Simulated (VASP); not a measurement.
# AlN (P6_3mc) in VASP: notebook

AlN is run at these levels: LDA; tasks: single point.

All numbers are computed with VASP 6.6.1; they aren't measurements. Logs are shortened: lines on timing, memory, paths and dates and some standing lists are left out, and cuts for length are marked.

## 1. The cell of the first run

The structure is hexagonal, space group P6_3mc (No. 186). The conventional cell has a = 3.027 Å, b = 3.027 Å, c = 4.944 Å, α = 90.00°, β = 90.00°, γ = 120.00°. Within 2.5 Å of Al (site symmetry 3m) lie 4 N at 1.85 to 1.87 Å. N (site symmetry 3m) has 4 Al at 1.85 to 1.87 Å within 2.5 Å.

## 2. Single point, LDA

Input file INCAR:

```
SYSTEM = AlN
  PREC = Accurate
  ENCUT = 520
  EDIFF = 1E-7
  ISMEAR = 0
  SIGMA = 0.05
  LREAL = .False.
  LASPH = .True.
  NELM = 100
  ALGO = Normal
  ISIF = 2
  LWAVE = .False.
  LCHARG = .False.
  NBANDS = 16
```

Input file KPOINTS:

```
Automatic mesh
0
Gamma
  9 9 6
  0 0 0
```

Input file POSCAR:

```
AlN
1.0
    3.0268000000      0.0000000000      0.0000000000
   -1.5134000000      2.6212856922      0.0000000000
    0.0000000000      0.0000000000      4.9435842660
Al N
2 2
Direct
    0.3333333333      0.6666666667      0.0034338455
    0.6666666667      0.3333333333      0.5034338455
    0.3333333333      0.6666666667      0.3815661545
    0.6666666667      0.3333333333      0.8815661545
```

Potentials or basis: VASP PAW LDA potentials, release 64 (Al, N).

Started as:

```bash
$ cat potpaw_LDA.64/Al/POTCAR potpaw_LDA.64/N/POTCAR > POTCAR
$ mpirun -np 1 vasp_std > vasp.out
```

OUTCAR:

```text
SYSTEM = AlN
   PREC = Accurate
   ENCUT = 520
   EDIFF = 1E-7
   ISMEAR = 0
   LREAL = .False.
   LASPH = .True.
   NELM = 100
   ISIF = 2

 ion  position               nearest neighbor table
   1  0.333  0.667  0.003-   4 1.85   4 1.85   4 1.85   3 1.87   2 3.03   2 3.03   2 3.03   2 3.03
                             2 3.03   2 3.03
   2  0.667  0.333  0.503-   3 1.85   3 1.85   3 1.85   4 1.87   1 3.03   1 3.03   1 3.03   1 3.03
                             1 3.03   1 3.03
   3  0.333  0.667  0.382-   2 1.85   2 1.85   2 1.85   1 1.87
   4  0.667  0.333  0.882-   1 1.85   1 1.85   1 1.85   2 1.87

  LATTYP: Found a hexagonal cell.
 ALAT       =     3.0268000000
 C/A-ratio  =     1.6332708689

  Lattice vectors:

 A1 = (   3.0268000000,   0.0000000000,   0.0000000000)
 A2 = (  -1.5134000000,   2.6212856922,   0.0000000000)
 A3 = (   0.0000000000,   0.0000000000,   4.9435842660)

Analysis of symmetry for initial positions (statically):
=====================================================================
 Subroutine PRICEL returns:
 Original cell was already a primitive cell.

 Routine SETGRP: Setting up the symmetry group for a
 hexagonal supercell.

 Subroutine GETGRP returns: Found 12 space group operations
 (whereof  6 operations were pure point group operations)
 out of a pool of 24 trial point group operations.

The static configuration has the point symmetry C_3v.
 The point group associated with its full space group is C_6v.

Analysis of symmetry for dynamics (positions and initial velocities):
=====================================================================
 Subroutine PRICEL returns:
 Original cell was already a primitive cell.

 Routine SETGRP: Setting up the symmetry group for a
 hexagonal supercell.

 Subroutine GETGRP returns: Found 12 space group operations
 (whereof  6 operations were pure point group operations)
 out of a pool of 24 trial point group operations.

The dynamic configuration has the point symmetry C_3v.
 The point group associated with its full space group is C_6v.

 Subroutine INISYM returns: Found 12 space group operations
 (whereof  6 operations are pure point group operations),
 and found     1 'primitive' translations

----------------------------------------------------------------------------------------

                                     Primitive cell

  volume of cell :      39.2229

  direct lattice vectors                    reciprocal lattice vectors
     3.026800000  0.000000000  0.000000000     0.330381922  0.190746091  0.000000000
    -1.513400000  2.621285692  0.000000000     0.000000000  0.381492183  0.000000000
     0.000000000  0.000000000  4.943584266     0.000000000  0.000000000  0.202282382

  length of vectors
     3.026800000  3.026800000  4.943584266     0.381492183  0.381492183  0.202282382

  position of ions in fractional coordinates (direct lattice)
     0.333333333  0.666666667  0.003433845
     0.666666667  0.333333333  0.503433845
     0.333333333  0.666666667  0.381566154
     0.666666667  0.333333333  0.881566154

  ion indices of the primitive-cell ions
   primitive index   ion index
                 1           1
                 2           2
                 3           3
                 4           4

----------------------------------------------------------------------------------------

 KPOINTS: Automatic mesh

Automatic generation of k-mesh.
 Grid dimensions read from file:
 generate k-points for:    9    9    6

 Generating k-lattice:

  Cartesian coordinates                     Fractional coordinates (reciprocal lattice)
     0.036709102  0.021194010  0.000000000     0.111111111 -0.000000000  0.000000000
     0.000000000  0.042388020  0.000000000     0.000000000  0.111111111  0.000000000
     0.000000000  0.000000000  0.033713730     0.000000000  0.000000000  0.166666667

  Length of vectors
     0.042388020  0.042388020  0.033713730

  Shift w.r.t. Gamma in fractional coordinates (k-lattice)
     0.000000000  0.000000000  0.000000000

 Subroutine IBZKPT returns following result:
 ===========================================

 Found     48 irreducible k-points:

 Following reciprocal coordinates:
            Coordinates               Weight
  0.000000  0.000000  0.000000      1.000000
  0.111111  0.000000  0.000000      6.000000
  0.222222 -0.000000  0.000000      6.000000
  0.333333 -0.000000  0.000000      6.000000
  0.444444 -0.000000  0.000000      6.000000
  0.111111  0.111111  0.000000      6.000000
[... 16 lines left out ...]
  0.333333  0.222222  0.166667     24.000000
  0.333333  0.333333  0.166667      4.000000
 [... further k-points ...]
   k-points           NKPTS =     48   k-points in BZ     NKDIM =     48   number of bands    NBANDS=     16
   number of dos      NEDOS =    301   number of ions     NIONS =      4
   total plane-waves  NPLWV =  23040
   dimension x,y,z NGX =    24 NGY =   24 NGZ =   40
   dimension x,y,z NGXF=    48 NGYF=   48 NGZF=   80
[... 65 lines left out ...]
 cond. band min:      11.2792913283   @ k =   0.0000   0.0000   0.0000
 fundamental gap:      4.9001065369
 Fermi energy:         6.5999964925

 k-point     1 :       0.0000    0.0000    0.0000
  band No.  band energies     occupation
      1      -8.9053      2.00000
      2      -6.5715      2.00000
      3       0.0959      2.00000
      4       5.7254      2.00000
      5       5.7254      2.00000
      6       6.3372      2.00000
[... 8 lines left out ...]
     15      20.1701      0.00000
     16      20.1701      0.00000

 k-point     2 :       0.1111    0.0000    0.0000
  band No.  band energies     occupation
      1      -8.7305      2.00000
      2      -6.4659      2.00000
      3       0.2968      2.00000
      4       4.9754      2.00000
      5       5.5128      2.00000
      6       5.6562      2.00000
[... 8 lines left out ...]
     15      19.9230      0.00000
     16      20.0790      0.00000

 k-point     3 :       0.2222   -0.0000    0.0000
  band No.  band energies     occupation
      1      -8.2317      2.00000
      2      -6.1962      2.00000
      3       0.8809      2.00000
      4       3.3684      2.00000
      5       4.3353      2.00000
      6       5.0809      2.00000
[... 8 lines left out ...]
     15      19.0473      0.00000
     16      19.9259      0.00000

 k-point     4 :       0.3333   -0.0000    0.0000
  band No.  band energies     occupation
      1      -7.5038      2.00000
      2      -5.9208      2.00000
      3       1.7739      2.00000
      4       1.8205      2.00000
      5       3.0496      2.00000
      6       4.6810      2.00000
[... 8 lines left out ...]
     15      18.9648      0.00000
     16      21.4770      0.00000

 k-point     5 :       0.4444   -0.0000    0.0000
  band No.  band energies     occupation
      1      -6.7982      2.00000
      2      -5.8749      2.00000
      3       0.8923      2.00000
      4       2.2198      2.00000
      5       2.7503      2.00000
      6       4.4515      2.00000
[... 8 lines left out ...]
     15      19.5514      0.00000
     16      22.0682      0.00000

 k-point     6 :       0.1111    0.1111    0.0000
  band No.  band energies     occupation
      1      -8.3931      2.00000
      2      -6.2774      2.00000
      3       0.6897      2.00000
      4       4.0882      2.00000
      5       4.3155      2.00000
      6       5.4307      2.00000
[... 8 lines left out ...]
     15      19.5000      0.00000
     16      20.0206      0.00000
[... 267 lines left out ...]
 k-point    21 :       0.4444    0.1111    0.1667
  band No.  band energies     occupation
      1      -6.5214      2.00000
      2      -5.9279      2.00000
      3       0.7608      2.00000
      4       1.8378      2.00000
      5       3.3148      2.00000
      6       4.1367      2.00000
[... 8 lines left out ...]
     15      19.5761      0.00000
     16      22.0649      0.00000

 k-point    22 :       0.2222    0.2222    0.1667
  band No.  band energies     occupation
      1      -7.0418      2.00000
      2      -5.9183      2.00000
      3       1.7071      2.00000
      4       1.9696      2.00000
      5       3.2133      2.00000
      6       3.7836      2.00000
[... 8 lines left out ...]
     15      19.1823      0.00000
     16      21.9843      0.00000

 k-point    23 :       0.3333    0.2222    0.1667
  band No.  band energies     occupation
      1      -6.4364      2.00000
      2      -5.8837      2.00000
      3       1.2503      2.00000
      4       1.9996      2.00000
      5       2.8681      2.00000
      6       3.8549      2.00000
[... 8 lines left out ...]
     15      19.7181      0.00000
     16      21.8910      0.00000

 k-point    24 :       0.3333    0.3333    0.1667
  band No.  band energies     occupation
      1      -6.0452      2.00000
      2      -6.0452      2.00000
      3       1.5103      2.00000
      4       2.1948      2.00000
      5       2.1948      2.00000
      6       3.5722      2.00000
[... 8 lines left out ...]
     15      19.9428      0.00000
     16      22.3200      0.00000

 [... further k-points ...]
[... 5 lines left out ...]
  --------------------------------------------------------------------------------------
  -------------------------------------------------------------------------------------
  Total        3.0867855      3.0867856      1.3854368      0.0000000      0.0000000      0.0000000
  in kB      126.0889468    126.0889469     56.5922898      0.0000000      0.0000000      0.0000000
  external PRESSURE =     102.9233945 kB  Pullay stress =       0.0000000 kB

 VOLUME and BASIS-vectors are now :
 -----------------------------------------------------------------------------
  energy-cutoff  :      520.00
  volume of cell :       39.22
      direct lattice vectors                 reciprocal lattice vectors
     3.026800000  0.000000000  0.000000000     0.330381922  0.190746091  0.000000000
    -1.513400000  2.621285692  0.000000000     0.000000000  0.381492183  0.000000000
     0.000000000  0.000000000  4.943584266     0.000000000  0.000000000  0.202282382

 POSITION                                       TOTAL-FORCE (eV/Angst)
 -----------------------------------------------------------------------------------
     -0.00000      1.74752      0.01698        -0.000000     -0.000000      0.004129
      1.51340      0.87376      2.48877         0.000000      0.000000      0.004129
     -0.00000      1.74752      1.88630        -0.000000      0.000000     -0.004129
      1.51340      0.87376      4.35810         0.000000     -0.000000     -0.004129
 -----------------------------------------------------------------------------------
    total drift:                               -0.000000     -0.000000     -0.000352

  FREE ENERGIE OF THE ION-ELECTRON SYSTEM (eV)
  ---------------------------------------------------
  free  energy   TOTEN  =       -32.7749716564 eV

  energy  without entropy=      -32.7749716564  energy(sigma->0) =      -32.77497166
```

Run time: 9 s. Hardware: 1 thread of Intel Xeon 6975P-C (Granite Rapids), shared host; peak memory 0.15 GiB.

Results:

```yaml
Free_energy: -32.7750 eV
Pressure: 10.3 GPa
Largest_force: 0.004 eV/Å
Band_gap_on_the_k_mesh: 4.90 eV, direct
```

Forces in eV/Å, atoms in the order of the input:
```
Al   0.000  0.000  0.004
Al   0.000  0.000  0.004
N    0.000  0.000 -0.004
N    0.000  0.000 -0.004
```

## 3. Single point, LDA

This run uses another cell than the first one, of 9.77 Å³/atom, 0.997 times its volume.

Input file INCAR:

```
SYSTEM = AlN
PREC     = Accurate       ! precision mode
ENCUT    = 520            ! plane-wave cutoff, eV
EDIFF    = 1E-6           ! SCF threshold, eV
ISMEAR   = 0              ! smearing method
SIGMA    = 0.05           ! smearing width, eV
LREAL    = .False.        ! projectors in reciprocal space
LASPH    = .True.         ! aspherical terms in the spheres
NELM     = 80             ! most SCF steps
ALGO     = Normal         ! electronic algorithm
ISIF     = 2              ! what is computed and relaxed
LWAVE    = .False.        ! write WAVECAR
LCHARG   = .True.         ! write CHGCAR
LELF     = .True.         ! ELF
LVHAR    = .True.       
NBANDS   = 16             ! bands
```

Input file KPOINTS:

```
regular mesh
0
Gamma
  9 9 6
  0 0 0
```

Input file POSCAR:

```
AlN
1.0
    3.1504000000      0.0000000000      0.0000000000
   -1.5752000000      2.7283264321      0.0000000000
    0.0000000000      0.0000000000      4.5481000000
Al N
2 2
Direct
    0.3333333333      0.6666666667     -0.0127119740
    0.6666666667      0.3333333333      0.4872880260
    0.3333333333      0.6666666667      0.3977119740
    0.6666666667      0.3333333333      0.8977119740
```

Potentials or basis: VASP PAW LDA potentials, release 64 (Al, N).

Started as:

```bash
$ cat potpaw_LDA.64/Al/POTCAR potpaw_LDA.64/N/POTCAR > POTCAR
$ mpirun -np 1 vasp_std > vasp.out
```

It took 7.5 s on 1 thread of Intel Xeon 6975P-C (Granite Rapids), shared host; peak memory 0.14 GiB.

Results (log left out):

```
Free energy            : -32.6233 eV
Pressure               : 7.3 GPa
Largest force          : 0.015 eV/Å
Band gap on the k mesh : 4.07 eV, direct
```

Forces on the atoms (eV/Å):
```
Al   0.000  0.000 -0.015
Al   0.000  0.000 -0.015
N    0.000  0.000  0.015
N    0.000  0.000  0.015
```

Stress tensor (GPa, compression positive):
```
 2.09  0.00  0.00
 0.00  2.09  0.00
 0.00  0.00 17.58
```

Levels at points of the mesh, in eV from the valence-band top:
| k point | band 5 | band 6 | band 7 | band 8 | band 9 | band 10 | band 11 | band 12 |
| --- | --- | --- | --- | --- | --- | --- | --- | --- |
| (0.00, 0.00, 0.00) | -2.18 | -1.14 | -1.14 | 0.00 | 4.07 | 5.57 | 9.71 | 9.71 |
| (0.00, 0.00, 0.50) | -1.68 | -1.68 | -1.68 | -1.68 | 6.05 | 6.05 | 10.02 | 10.02 |

## 4. Single point, LDA

This run uses another cell than the first one, of 9.99 Å³/atom, 1.019 times its volume.

Input file INCAR:

```
ALGO     = Normal         # electronic algorithm
EDIFF    = 1E-6           # SCF threshold, eV
ENCUT    = 520            # plane-wave cutoff, eV
GGA      = CA             # functional
ISIF     = 2              # what is computed and relaxed
ISMEAR   = 0              # smearing method
LASPH    = T              # aspherical terms in the spheres
LCHARG   = F              # write CHGCAR
LREAL    = F              # projectors in reciprocal space
LWAVE    = F              # write WAVECAR
NBANDS   = 16             # bands
NELM     = 60             # most SCF steps
PREC     = Accurate       # precision mode
SIGMA    = 0.05           # smearing width, eV
```

Input file KPOINTS:

```
k-points
0
Gamma
  9 9 6
```

Input file POSCAR:

```
AlN
1.0
    2.9960000000      0.0000000000      0.0000000000
   -1.4980000000      2.5946121098      0.0000000000
    0.0000000000      0.0000000000      5.1413000000
Al N
2 2
Direct
    0.3333333333      0.6666666667      0.0074315667
    0.6666666667      0.3333333333      0.5074315667
    0.3333333333      0.6666666667      0.3775684333
    0.6666666667      0.3333333333      0.8775684333
```

Started as:

```bash
$ cat potpaw_LDA.64/Al/POTCAR potpaw_LDA.64/N/POTCAR > POTCAR
$ mpirun -np 1 vasp_std > vasp.out
```

Wall time 7.8 s (1 thread of Intel Xeon 6975P-C (Granite Rapids), shared host); peak memory 0.15 GiB.

Results (log left out):

* Free energy: -32.6909 eV
* Pressure: 6.1 GPa
* Largest force: 0.014 eV/Å
* Band gap on the k mesh: 4.44 eV, direct

Forces on the atoms (eV/Å):
```
Al   0.000  0.000  0.014
Al   0.000  0.000  0.014
N    0.000  0.000 -0.014
N    0.000  0.000 -0.014
```

Stress tensor (GPa, compression positive):
```
14.06  0.00  0.00
 0.00 14.06  0.00
 0.00  0.00 -9.72
```

Levels at points of the mesh, in eV from the valence-band top:
```csv
k point,band 5,band 6,band 7,band 8,band 9,band 10,band 11,band 12
"(0.00, 0.00, 0.00)",-0.48,-0.45,0.00,0.00,4.44,7.63,10.33,11.99
"(0.00, 0.00, 0.50)",-0.25,-0.25,-0.25,-0.25,6.99,6.99,10.20,10.20
```

A k mesh can miss the band edges. As with any semilocal functional, this LDA gap is likely too small.

## 5. Single point, LDA

This run uses another cell than the first one, of 10.00 Å³/atom, 1.020 times its volume.

Input file INCAR:

```
SYSTEM = AlN
PREC = Accurate
ENCUT = 520
EDIFF = 1E-6
ISMEAR = 0
SIGMA = 0.05
LREAL = .False.
LASPH = .True.
NELM = 60
ALGO = Normal
ISIF = 2
LWAVE = .False.
LCHARG = .True.
GGA = CA
LELF = .True.
LVHAR = .True.
NBANDS = 16
```

Input file KPOINTS:

```
Automatic mesh
0
Gamma
  9 9 6
  0 0 0
```

Input file POSCAR:

```
AlN
1.0
    3.1195000000      0.0000000000      0.0000000000
   -1.5597500000      2.7015662471      0.0000000000
    0.0000000000      0.0000000000      4.7458000000
Al N
2 2
Direct
    0.3333333333      0.6666666667     -0.0043340235
    0.6666666667      0.3333333333      0.4956659765
    0.3333333333      0.6666666667      0.3893340235
    0.6666666667      0.3333333333      0.8893340235
```

Started as:

```bash
$ cat potpaw_LDA.64/Al/POTCAR potpaw_LDA.64/N/POTCAR > POTCAR
$ mpirun -np 1 vasp_std > vasp.out
```

Wall time 7.6 s (1 thread of Intel Xeon 6975P-C (Granite Rapids), shared host); peak memory 0.14 GiB.

The run converged. Its results:

```
Free energy            : -32.7766 eV
Pressure               : 4.2 GPa
Largest force          : 0.009 eV/Å
Band gap on the k mesh : 4.28 eV, direct
```

Forces in eV/Å, atoms in the order of the input:
```
Al   0.000  0.000 -0.009
Al   0.000  0.000 -0.009
N    0.000  0.000  0.009
N    0.000  0.000  0.009
```

Stress tensor (GPa, compression positive):
```
 0.49  0.00  0.00
 0.00  0.49  0.00
 0.00  0.00 11.69
```

Levels at points of the mesh, in eV from the valence-band top:
| k point | band 5 | band 6 | band 7 | band 8 | band 9 | band 10 | band 11 | band 12 |
| --- | --- | --- | --- | --- | --- | --- | --- | --- |
| (0.00, 0.00, 0.00) | -1.52 | -0.69 | -0.69 | 0.00 | 4.28 | 6.13 | 10.41 | 10.41 |
| (0.00, 0.00, 0.50) | -1.12 | -1.12 | -1.12 | -1.12 | 6.31 | 6.31 | 10.37 | 10.37 |

## 6. Summary

| cell | gap on the mesh (eV) | pressure (GPa) | largest force (eV/Å) |
| --- | --- | --- | --- |
| a = 3.027, b = 3.027, c = 4.944 Å, angles 90.0, 90.0, 120.0°, 4 atoms | 4.90 | 10.3 | - |
| a = 3.150, b = 3.150, c = 4.548 Å, angles 90.0, 90.0, 120.0°, 4 atoms | 4.07 | 7.3 | 0.01 |
| a = 2.996, b = 2.996, c = 5.141 Å, angles 90.0, 90.0, 120.0°, 4 atoms | 4.44 | 6.1 | 0.01 |
| a = 3.119, b = 3.119, c = 4.746 Å, angles 90.0, 90.0, 120.0°, 4 atoms | 4.28 | 4.2 | 0.01 |

Alike in all rows: task single point; level LDA; potentials or basis VASP PAW LDA potentials, release 64 (Al, N); no spin polarisation; k mesh 9 × 9 × 6; cutoff (eV) 520; smearing gaussian 0.05 eV.

Total energies depend on the potentials used, so only differences within one code and one set of settings carry meaning.
